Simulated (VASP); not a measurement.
**NaF: electric field gradients with PBE**

NaF:

```
Na F
1.0
     0.00000    2.36887    2.36887
     2.36887    0.00000    2.36887
     2.36887    2.36887    0.00000
Na F
1 1
Direct
  0.00000 0.00000 0.00000
  0.50000 0.50000 0.50000
```

This cell differs from its parent crystal: volume scaled by 1.06.

- Program: VASP 6.6.1
- Task: electric field gradients
- Functional: PBE
- Potentials or basis: VASP PAW PBE potentials, release 64 (Na_pv, F)
- Cutoff: 520 eV
- k mesh: 10 × 10 × 10
- Occupations: fermi-dirac, width 0.02 eV
- Spin: no spin polarisation
- Dipole correction: no
- Further INCAR settings: ALGO = Normal; EDIFF = 1e-08; NBANDS = 14

- Pressure: -1.1 GPa
- Band gap on the k mesh: 5.95 eV, direct

Levels at points of the mesh, in eV from the valence-band top:
```
           k point  band 4  band 5  band 6  band 7  band 8  band 9  band 10  band 11
(0.00, 0.00, 0.00)  -19.07    0.00    0.00    0.00    5.95   18.50    18.50    18.50
(0.50, 0.00, 0.00)  -18.33   -1.45   -0.22   -0.22   10.38   11.91    19.39    19.39
(0.50, 0.50, 0.00)  -18.86   -1.17   -0.37   -0.37   12.61   12.96    13.07    18.92
```

It took 9.5 s on 1 thread of Intel(R) Xeon(R) 6975P-C (Granite Rapids), with other jobs on the host, peak memory 0.15 GiB.

Caveat: without QUAD_EFG the Cq values of the log hold for a quadrupole moment of 1 mb, not for the nuclei. A k mesh can miss the band edges.
